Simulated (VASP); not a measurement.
# Ta2O5 (Pmmm) in VASP: single point with LDA

Aim: the single point of Ta2O5 with LDA.

Program: VASP 6.6.1. These are calculated values, not measurements. Logs are shortened: lines on timing, memory, paths and dates and some standing lists are left out, and cuts for length are marked.

## 1. The cell of the first run

The structure is orthorhombic, space group Pmmm (No. 47). Conventional cell: a = 3.649 Å, b = 3.837 Å, c = 6.365 Å, α = 90.00°, β = 90.00°, γ = 90.00°. Ta (site symmetry mmm) has 6 O at 1.92 to 2.15 Å within 2.5 Å. Ta (site symmetry mmm) has 6 O at 1.82 to 2.04 Å within 2.4 Å. Within 2.5 Å of O (site symmetry mmm) lie 2 Ta at 1.92 Å. O (site symmetry mm2) has 3 Ta at 2.04 to 2.15 Å and 9 O at 2.28 to 2.88 Å within 2.9 Å. Within 2.5 Å of O (site symmetry mmm) lie 2 Ta at 1.92 Å. Within 2.4 Å of O (site symmetry mmm) lie 2 Ta at 1.82 Å.

## 2. Single point, LDA

The input, INCAR:

```
SYSTEM = Ta2O5
ALGO     = Normal         ! electronic algorithm
EDIFF    = 1E-6           ! SCF threshold, eV
ENCUT    = 600            ! plane-wave cutoff, eV
GGA      = CA             ! functional
GGA_COMPAT= .FALSE.      
ISIF     = 2              ! what is computed and relaxed
ISMEAR   = 0              ! smearing method
LASPH    = .TRUE.         ! aspherical terms in the spheres
LCHARG   = .TRUE.         ! write CHGCAR
LELF     = .TRUE.         ! ELF
LREAL    = .FALSE.        ! projectors in reciprocal space
LVHAR    = .TRUE.       
LWAVE    = .FALSE.        ! write WAVECAR
NBANDS   = 35             ! bands
NELM     = 120            ! most SCF steps
PREC     = Accurate       ! precision mode
SIGMA    = 0.03           ! smearing width, eV
```

The input, KPOINTS:

```
k-points
0
G
  10 10 6
  0 0 0
```

The input, POSCAR:

```
Ta2O5
1.0
    3.6490804484      0.0000000000      0.0000000000
    0.0000000000      3.8371011683      0.0000000000
    0.0000000000      0.0000000000      6.3654440789
Ta O
2 5
Direct
    0.5000000000      0.0000000000      0.5000000000
    0.0000000000      0.0000000000      0.0000000000
    0.5000000000      0.5000000000      0.5000000000
    0.0000000000      0.0000000000      0.6790371290
    0.0000000000      0.5000000000      0.0000000000
    0.5000000000      0.0000000000      0.0000000000
    0.0000000000      0.0000000000      0.3209628710
```

Potentials or basis: VASP PAW LDA potentials, release 64 (Ta_pv, O).

Launch:

```
cat potpaw_LDA.64/Ta_pv/POTCAR potpaw_LDA.64/O/POTCAR > POTCAR
mpirun -np 1 vasp_std > vasp.out
```

OUTCAR:

```text
SYSTEM = Ta2O5
   EDIFF = 1E-6
   ENCUT = 600
   GGA = CA
   ISIF = 2
   ISMEAR = 0
   LASPH = .TRUE.
   LREAL = .FALSE.
   NELM = 120
   PREC = Accurate

 ion  position               nearest neighbor table
   1  0.500  0.000  0.500-   3 1.92   3 1.92   7 2.15   4 2.15   4 2.15   7 2.15
   2  0.000  0.000  0.000-   6 1.82   6 1.82   5 1.92   5 1.92   4 2.04   7 2.04
   3  0.500  0.500  0.500-   1 1.92   1 1.92
   4  0.000  0.000  0.679-   2 2.04   1 2.15   1 2.15
   5  0.000  0.500  0.000-   2 1.92   2 1.92
   6  0.500  0.000  0.000-   2 1.82   2 1.82
   7  0.000  0.000  0.321-   2 2.04   1 2.15   1 2.15

  LATTYP: Found a simple orthorhombic cell.
 ALAT       =     3.6490804484
 B/A-ratio  =     1.0515255069
 C/A-ratio  =     1.7443967512

  Lattice vectors:

 A1 = (   3.6490804484,   0.0000000000,   0.0000000000)
 A2 = (   0.0000000000,   3.8371011683,   0.0000000000)
 A3 = (   0.0000000000,   0.0000000000,   6.3654440789)

Analysis of symmetry for initial positions (statically):
=====================================================================
 Subroutine PRICEL returns:
 Original cell was already a primitive cell.

 Routine SETGRP: Setting up the symmetry group for a
 simple orthorhombic supercell.

 Subroutine GETGRP returns: Found  8 space group operations
 (whereof  8 operations were pure point group operations)
 out of a pool of  8 trial point group operations.

The static configuration has the point symmetry D_2h.

Analysis of symmetry for dynamics (positions and initial velocities):
=====================================================================
 Subroutine PRICEL returns:
 Original cell was already a primitive cell.

 Routine SETGRP: Setting up the symmetry group for a
 simple orthorhombic supercell.

 Subroutine GETGRP returns: Found  8 space group operations
 (whereof  8 operations were pure point group operations)
 out of a pool of  8 trial point group operations.

The dynamic configuration has the point symmetry D_2h.

 Subroutine INISYM returns: Found  8 space group operations
 (whereof  8 operations are pure point group operations),
 and found     1 'primitive' translations

----------------------------------------------------------------------------------------

                                     Primitive cell

  volume of cell :      89.1283

  direct lattice vectors                    reciprocal lattice vectors
     3.649080448  0.000000000  0.000000000     0.274041643  0.000000000  0.000000000
     0.000000000  3.837101168  0.000000000     0.000000000  0.260613405  0.000000000
     0.000000000  0.000000000  6.365444079     0.000000000  0.000000000  0.157098230

  length of vectors
     3.649080448  3.837101168  6.365444079     0.274041643  0.260613405  0.157098230

  position of ions in fractional coordinates (direct lattice)
     0.500000000  0.000000000  0.500000000
     0.000000000  0.000000000  0.000000000
     0.500000000  0.500000000  0.500000000
     0.000000000  0.000000000  0.679037129
     0.000000000  0.500000000  0.000000000
     0.500000000  0.000000000  0.000000000
     0.000000000  0.000000000  0.320962871

  ion indices of the primitive-cell ions
   primitive index   ion index
                 1           1
                 2           2
                 3           3
                 4           4
                 5           5
                 6           6
                 7           7

----------------------------------------------------------------------------------------

 KPOINTS: k-points

Automatic generation of k-mesh.
 Grid dimensions read from file:
 generate k-points for:   10   10    6

 Generating k-lattice:

  Cartesian coordinates                     Fractional coordinates (reciprocal lattice)
     0.027404164  0.000000000  0.000000000     0.100000000  0.000000000  0.000000000
     0.000000000  0.026061340  0.000000000     0.000000000  0.100000000  0.000000000
     0.000000000  0.000000000  0.026183038     0.000000000  0.000000000  0.166666667

  Length of vectors
     0.027404164  0.026061340  0.026183038

  Shift w.r.t. Gamma in fractional coordinates (k-lattice)
     0.000000000  0.000000000  0.000000000

 Subroutine IBZKPT returns following result:
 ===========================================

 Found    144 irreducible k-points:

 Following reciprocal coordinates:
            Coordinates               Weight
  0.000000  0.000000  0.000000      1.000000
  0.100000  0.000000  0.000000      2.000000
  0.200000  0.000000  0.000000      2.000000
  0.300000  0.000000  0.000000      2.000000
  0.400000  0.000000  0.000000      2.000000
  0.500000  0.000000  0.000000      1.000000
[... 16 lines left out ...]
  0.400000  0.300000  0.000000      4.000000
  0.500000  0.300000  0.000000      2.000000
 [... further k-points ...]
   k-points           NKPTS =    144   k-points in BZ     NKDIM =    144   number of bands    NBANDS=     35
   number of dos      NEDOS =    301   number of ions     NIONS =      7
   total plane-waves  NPLWV =  51840
   dimension x,y,z NGX =    30 NGY =   32 NGZ =   54
   dimension x,y,z NGXF=    60 NGYF=   64 NGZF=  108
   ions per type =               2   5
   NGX,Y,Z   is equivalent  to a cutoff of  13.67, 13.86, 14.10 a.u.
   NGXF,Y,Z  is equivalent  to a cutoff of  27.33, 27.73, 28.21 a.u.
 SYSTEM =  Ta2O5
   PREC   = accura    normal or accurate (medium, high low for compatibility)
   ISTART =      0    job   : 0-new  1-cont  2-samecut
   ICHARG =      2    charge: 1-file 2-atom 10-const
   ISPIN  =      1    spin polarized calculation?
   LNONCOLLINEAR =      F non collinear calculations
   LSORBIT =      F    spin-orbit coupling
   LASPH  =      T    aspherical Exc in radial PAW
   ENCUT  =  600.0 eV  44.10 Ry    6.64 a.u.   7.29  7.66 12.71*2*pi/ulx,y,z
   NELM   =    120;   NELMIN=  2; NELMDL= -5     # of ELM steps
   EDIFF  = 0.1E-05   stopping-criterion for ELM
   LREAL  =      F    real-space projection
   EDIFFG = 0.1E-04   stopping-criterion for IOM
   NSW    =      0    number of steps for IOM
   IBRION =     -1    ionic relax: 0-MD 1-quasi-New 2-CG
   NFREE  =      0    steps in history (QN), initial steepest desc. (CG)
   ISIF   =      2    stress and relaxation
   ISYM   =      2    0-nonsym 1-usesym 2-fastsym
   POTIM  = 0.5000    time-step for ionic-motion
   TEBEG  =    0.0;   TEEND  =   0.0 temperature during run
   PSTRESS=    0.0 pullay stress
   NELECT =      52.0000    total number of electrons
   NUPDOWN=      -1.0000    fix difference up-down
   EMIN   =  10.00;   EMAX   =-10.00  energy-range for DOS
   EFERMI =   0.00;   METHOD = LEGACY
   ISMEAR =     0;   SIGMA  =   0.03  broadening in eV -4-tet -1-fermi 0-gaus
   EFERMI_NEDOS =   21; number of points for ismear=-14 and -15
   IALGO  =     38    algorithm
   IMIX   =      4    mixing-type and parameters
     AMIX     =   0.40;   BMIX     =  1.00
     AMIX_MAG =   1.60;   BMIX_MAG =  1.00
  volume/ion in A,a.u.               =      12.73        85.92
  Fermi-wavevector in a.u.,A,eV,Ry     =   1.367952  2.585054 25.460477  1.871292
  Thomas-Fermi vector in A             =   2.493959
   LORBIT       =      0    0 simple, 1 ext, 2 COOP (PROOUT), +10 PAW based schemes
   GGA     = CA    functional components
   LHFCALC =     F    Hartree Fock is set to
   AEXX    =    0.0000 exact exchange contribution
   IVDW    =     0    specifies the selected vdW correction
   LEPSILON=     F    determine dielectric tensor
   LRPA    =     F    only Hartree local field effects (RPA)
 non-spin polarized calculation
 Gauss-broadening in eV      SIGMA  =   0.03
  energy-cutoff  :      600.00
  volume of cell :       89.13
 maximum number of plane-waves:      3011
 NGX is ok and might be reduce to    30
   NGX = 15   NGY = 15   NGZ = 25

 number of electron      51.9999994 magnetization

 Free energy of the ion-electron system (eV)
  ---------------------------------------------------
  ext. energy  EPLUGINS =         0.00000000
  ---------------------------------------------------
  free energy    TOTEN  =       -71.95757990 eV

  energy without entropy =      -71.95757990  energy(sigma->0) =      -71.95757990

 E-fermi :   2.4686     XC(G=0): -11.0797

 val. band max:        2.3479223053   @ k =   0.5000   0.5000   0.5000
 cond. band min:       2.5827113390   @ k =   0.5000   0.0000   0.0000
 fundamental gap:      0.2347890337
 Fermi energy:         2.4686175025

 k-point     1 :       0.0000    0.0000    0.0000
  band No.  band energies     occupation
      1     -34.0834      2.00000
      2     -33.8276      2.00000
      3     -33.6990      2.00000
      4     -31.9438      2.00000
      5     -31.7784      2.00000
      6     -31.5449      2.00000
[... 27 lines left out ...]
     34       8.5486      0.00000
     35       9.0032      0.00000

 k-point     2 :       0.1000    0.0000    0.0000
  band No.  band energies     occupation
      1     -34.0813      2.00000
      2     -33.8271      2.00000
      3     -33.7113      2.00000
      4     -31.9707      2.00000
      5     -31.7774      2.00000
      6     -31.5437      2.00000
[... 27 lines left out ...]
     34       8.5924      0.00000
     35       8.6220      0.00000

 k-point     3 :       0.2000    0.0000    0.0000
  band No.  band energies     occupation
      1     -34.0759      2.00000
      2     -33.8257      2.00000
      3     -33.7435      2.00000
      4     -32.0402      2.00000
      5     -31.7748      2.00000
      6     -31.5405      2.00000
[... 27 lines left out ...]
     34       7.8677      0.00000
     35       8.7516      0.00000

 k-point     4 :       0.3000    0.0000    0.0000
  band No.  band energies     occupation
      1     -34.0692      2.00000
      2     -33.8239      2.00000
      3     -33.7829      2.00000
      4     -32.1240      2.00000
      5     -31.7716      2.00000
      6     -31.5366      2.00000
[... 27 lines left out ...]
     34       8.0764      0.00000
     35       9.1393      0.00000

 k-point     5 :       0.4000    0.0000    0.0000
  band No.  band energies     occupation
      1     -34.0638      2.00000
      2     -33.8224      2.00000
      3     -33.8145      2.00000
      4     -32.1902      2.00000
      5     -31.7691      2.00000
      6     -31.5334      2.00000
[... 638 lines left out ...]
 k-point    22 :       0.3000    0.3000    0.0000
  band No.  band energies     occupation
      1     -34.0657      2.00000
      2     -33.9072      2.00000
      3     -33.7792      2.00000
      4     -32.1198      2.00000
      5     -31.7676      2.00000
      6     -31.6289      2.00000
[... 27 lines left out ...]
     34       9.0772      0.00000
     35      10.7038      0.00000

 k-point    23 :       0.4000    0.3000    0.0000
  band No.  band energies     occupation
      1     -34.0603      2.00000
      2     -33.9056      2.00000
      3     -33.8107      2.00000
      4     -32.1859      2.00000
      5     -31.7650      2.00000
      6     -31.6256      2.00000
[... 27 lines left out ...]
     34       9.8406      0.00000
     35      10.7822      0.00000

 k-point    24 :       0.5000    0.3000    0.0000
  band No.  band energies     occupation
      1     -34.0582      2.00000
      2     -33.9050      2.00000
      3     -33.8226      2.00000
      4     -32.2107      2.00000
      5     -31.7641      2.00000
      6     -31.6243      2.00000
[... 27 lines left out ...]
     34      10.3151      0.00000
     35      10.7219      0.00000

 [... further k-points ...]
[... 5 lines left out ...]
  --------------------------------------------------------------------------------------
  -------------------------------------------------------------------------------------
  Total        0.9004111      0.9828053      0.2484637     -0.0000000      0.0000000      0.0000000
  in kB       16.1858693     17.6669952      4.4664048     -0.0000000      0.0000000      0.0000000
  external PRESSURE =      12.7730898 kB  Pullay stress =       0.0000000 kB

 VOLUME and BASIS-vectors are now :
 -----------------------------------------------------------------------------
  energy-cutoff  :      600.00
  volume of cell :       89.13
      direct lattice vectors                 reciprocal lattice vectors
     3.649080448  0.000000000  0.000000000     0.274041643  0.000000000  0.000000000
     0.000000000  3.837101168  0.000000000     0.000000000  0.260613405  0.000000000
     0.000000000  0.000000000  6.365444079     0.000000000  0.000000000  0.157098230

 POSITION                                       TOTAL-FORCE (eV/Angst)
 -----------------------------------------------------------------------------------
      1.82454      0.00000      3.18272         0.000000      0.000000      0.000000
      0.00000      0.00000      0.00000         0.000000      0.000000      0.000000
      1.82454      1.91855      3.18272         0.000000      0.000000      0.000000
      0.00000      0.00000      4.32237         0.000000      0.000000     -0.012543
      0.00000      1.91855      0.00000         0.000000      0.000000      0.000000
      1.82454      0.00000      0.00000         0.000000      0.000000      0.000000
      0.00000      0.00000      2.04307         0.000000     -0.000000      0.012543
 -----------------------------------------------------------------------------------
    total drift:                                0.000000     -0.000000      0.000000

  FREE ENERGIE OF THE ION-ELECTRON SYSTEM (eV)
  ---------------------------------------------------
  free  energy   TOTEN  =       -71.9575798970 eV

  energy  without entropy=      -71.9575798970  energy(sigma->0) =      -71.95757990
```

It took 14 min on 1 thread of Intel Xeon 8259CL, shared host; peak memory 0.5 GiB.

Results:

- Free energy: -71.9576 eV
- Pressure: 1.3 GPa
- Largest force: 0.013 eV/Å
- Band gap on the k mesh: 0.23 eV (least direct gap 0.40 eV)

Forces on the atoms (eV/Å):
```
Ta   0.000  0.000  0.000
Ta   0.000  0.000  0.000
O    0.000  0.000  0.000
O    0.000  0.000 -0.013
O    0.000  0.000  0.000
O    0.000  0.000  0.000
O    0.000  0.000  0.013
```

Caveat: spin-orbit coupling is left out, which moves the levels of the heavy elements.
